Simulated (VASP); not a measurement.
MnO2: single point with PBEsol

MnO2:

```
Mn O
1.0
     4.48672    0.00000    0.00000
     0.00000    4.48672    0.00000
     0.00000    0.00000    2.92331
Mn O
2 4
Direct
  0.50000 0.50000 0.50000
  0.00000 0.00000 0.00000
  0.80492 0.19508 0.50000
  0.69508 0.69508 0.00000
  0.19508 0.80492 0.50000
  0.30492 0.30492 0.00000
```

```
Program                : VASP 6.6.1
Task                   : single point
Functional             : PBEsol
Potentials or basis    : VASP PAW PBE potentials, release 64 (Mn_sv, O)
Cutoff                 : 700 eV
k mesh                 : 6 × 6 × 9
Occupations            : fermi-dirac, width 0.05 eV
Spin                   : collinear spin, ferromagnetic start
Starting moments       : [4.0, 4.0, 0.0, 0.0, 0.0, 0.0] μB
Dipole correction      : no
Further INCAR settings : ALGO = Normal; EDIFF = 1e-06; NBANDS = 40
```

```json
{
  "Pressure": "-15.9 GPa",
  "Largest force": "0.293 eV/Å",
  "Band gap on the k mesh": "zero (filled and empty bands overlap)",
  "Net moment": "6.00 μB per cell",
  "Site moments": "Mn +2.65; O +0.07 μB",
  "Valence electrons inside the program's atomic spheres": "Mn 12.69; O 4.97"
}
```

Forces on the atoms (eV/Å):
```
Mn   0.000  0.000  0.000
Mn   0.000  0.000  0.000
O    0.207 -0.207  0.000
O   -0.207 -0.207  0.000
O   -0.207  0.207  0.000
O    0.207  0.207  0.000
```

Stress tensor (GPa, compression positive):
```
-14.35   0.00   0.00
  0.00 -14.35   0.00
  0.00   0.00 -19.04
```

Levels at points of the mesh, in eV from the Fermi level:
Spin up:
```
           k point  band 26  band 27  band 28  band 29  band 30  band 31  band 32  band 33  band 34  band 35
(0.00, 0.00, 0.00)    -1.62    -1.14    -1.14    -0.57    -0.39    -0.15     2.48     2.48     3.14     6.99
(0.50, 0.00, 0.00)    -1.57    -1.37    -1.37    -0.65    -0.65     1.96     1.96     2.25     2.25     9.38
(0.50, 0.50, 0.00)    -2.45    -2.04    -2.04    -0.02    -0.02     1.19     1.19     2.45     2.45    10.73
```
Spin down:
```tsv
k point	band 20	band 21	band 22	band 23	band 24	band 25	band 26	band 27	band 28	band 29
(0.00, 0.00, 0.00)	-3.28	-1.59	-0.88	-0.88	-0.30	0.21	0.46	0.62	0.62	0.81
(0.50, 0.00, 0.00)	-3.72	-2.72	-2.72	-1.10	-1.10	0.82	0.82	1.16	1.16	1.84
(0.50, 0.50, 0.00)	-2.63	-2.41	-2.41	-1.85	-1.85	0.22	0.22	0.63	0.63	2.20
```

Run time: 4.6 min on 1 thread of Intel(R) Xeon(R) Platinum 8488C (Sapphire Rapids) (shared host), peak memory 0.4 GiB.

Caveat: the cell stands under tension; the PAW data sets were made with another functional, which shifts forces and pressure a little; semilocal functionals often make such compounds metallic where correlation or magnetic order opens a gap, which also shifts bond lengths; the run started ferromagnetic, and an antiferromagnetic order may lie lower in energy. With open d or f shells a metallic result of PBEsol can be an artefact of self-interaction; +U or a hybrid may open a gap.
